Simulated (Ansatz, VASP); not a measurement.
## Ir: VASP beside Ansatz

File INCAR:

```
PREC = Accurate
ENCUT = 500
EDIFF = 1E-6
ISMEAR = 1
SIGMA = 0.15
LREAL = F
LASPH = T
NELM = 120
ALGO = Normal
ISIF = 2
LWAVE = F
LCHARG = F
GGA = PE
NBANDS = 10
GGA_COMPAT = F
```

The input KPOINTS:

```
Automatic mesh
0
Gamma
  7 7 7
```

POSCAR

```
Ir
1.0
    0.0040132888      1.9130808622      1.9476430657
    1.9351639339      0.0191679465      1.9324884080
    1.9516962878      1.9144585583      0.0026355926
Ir
1
Direct
    0.0000000000      0.0000000000      0.0000000000
```

Input for Ansatz:

```yaml
crystal:
  lattice:
    - [0.004013288802211039, 1.9130808621644204, 1.9476430657297306]
    - [1.9351639338820592, 0.019167946518022873, 1.9324884080139186]
    - [1.9516962877538542, 1.9144585583204032, 0.002635592646228145]
  atoms:
    - { symbol: Ir, position: [0.0, 0.0, 0.0] }
basis:
  ecutwfc: 540.0
  xc_grid: 2
kpoints:
  mp_grid:
    grid: [7, 7, 7]
scf:
  convergence:
    dr2_threshold: 1.0e-09
  occupations:
    method: cold
    width: 0.15
output:
  forces: true
  stress: true
```

Alike in both runs: task single point; functional PBE; k mesh 7 × 7 × 7; no spin polarisation.

```csv
,VASP,Ansatz
version,VASP 6.6.1,Ansatz 0.2.0
potentials or method,"VASP PAW PBE potentials, release 64 (Ir), cutoff 500 eV","plane waves, PAW"
occupations,"methfessel-paxton of order 1, width 0.15 eV","cold, width 0.15 eV"
valence electrons in the cell,9,17
```

```csv
,VASP,Ansatz,Ansatz less VASP
pressure (GPa),3.6,3.0,-0.56
"traceless stress, the component that is largest in VASP (GPa)",4.73,4.66,-0.072
```

VASP's potentials hold 9 valence electrons a cell and Ansatz's 17, so a difference there can come from the potentials and not from the codes. Ansatz's warnings: stress scf threshold loose.

The k mesh is coarse, so the values compare programs but aren't converged. Spin-orbit coupling is off throughout.
